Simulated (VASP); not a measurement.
Write the native input for VASP 6.6.1 that does the following.

| Quantity | Value |
| --- | --- |
| Task | single point |
| Functional | PBEsol |
| Potentials or basis | VASP PAW PBE potentials, release 64 (Al, Ga_d, N) |
| Cutoff | 520 eV |
| k mesh | 6 × 6 × 6 |
| Occupations | gaussian, width 0.05 eV |
| Spin | no spin polarisation |
| Dipole correction | no |
| Further INCAR settings | ALGO = Normal; EDIFF = 1e-06; NBANDS = 31 |

The structure of Al3GaN4 lies in POSCAR:

```
Al3GaN4
1.0
    4.4069948456      0.0000000000      0.0000000000
    0.0000000000      4.4069948456      0.0000000000
    0.0000000000      0.0000000000      4.4069948456
Al Ga N
3 1 4
Direct
    0.4546176007      0.5000000000      0.0000000000
    0.5453823993      0.0000000000      0.5000000000
    0.0000000000      0.5000000000      0.5000000000
    0.0000000000      0.0000000000      0.0000000000
    0.7447077177      0.7291304240      0.2397149886
    0.7447077177      0.2708695760      0.7602850114
    0.2552922823      0.7602850114      0.7291304240
    0.2552922823      0.2397149886      0.2708695760
```

This cell differs from its parent crystal: atoms displaced along a vibrational mode.

The input as run:

INCAR

```
ALGO     = Normal         # electronic algorithm
EDIFF    = 1E-6           # SCF threshold, eV
ENCUT    = 520            # plane-wave cutoff, eV
GGA      = PS             # functional
ISIF     = 2              # what is computed and relaxed
ISMEAR   = 0              # smearing method
LASPH    = True           # aspherical terms in the spheres
LCHARG   = True           # write CHGCAR
LELF     = True           # ELF
LREAL    = False          # projectors in reciprocal space
LVHAR    = True         
LWAVE    = False          # write WAVECAR
NBANDS   = 31             # bands
NELM     = 80             # most SCF steps
PREC     = Accurate       # precision mode
SIGMA    = 0.05           # smearing width, eV
```

KPOINTS

```
k-points
0
Gamma
  6 6 6
```

Potentials or basis: VASP PAW PBE potentials, release 64 (Al, Ga_d, N).

Run with:

```console
$ cat potpaw_PBE.64/Al/POTCAR potpaw_PBE.64/Ga_d/POTCAR potpaw_PBE.64/N/POTCAR > POTCAR
$ mpirun -np 1 vasp_std > vasp.out
```

Results of the run:

The pressure is -0.6 GPa. The largest force is 2.070 eV/Å and the band gap on the k mesh is 3.12 eV (least direct gap 3.13 eV).

Caveat: the cell differs from its parent crystal (atoms displaced along a vibrational mode); the PAW data sets were made with another functional, which shifts forces and pressure a little.

Wall time 3.1 min on 1 thread of Intel Xeon 8259CL, on a shared host, peak memory 0.26 GiB.
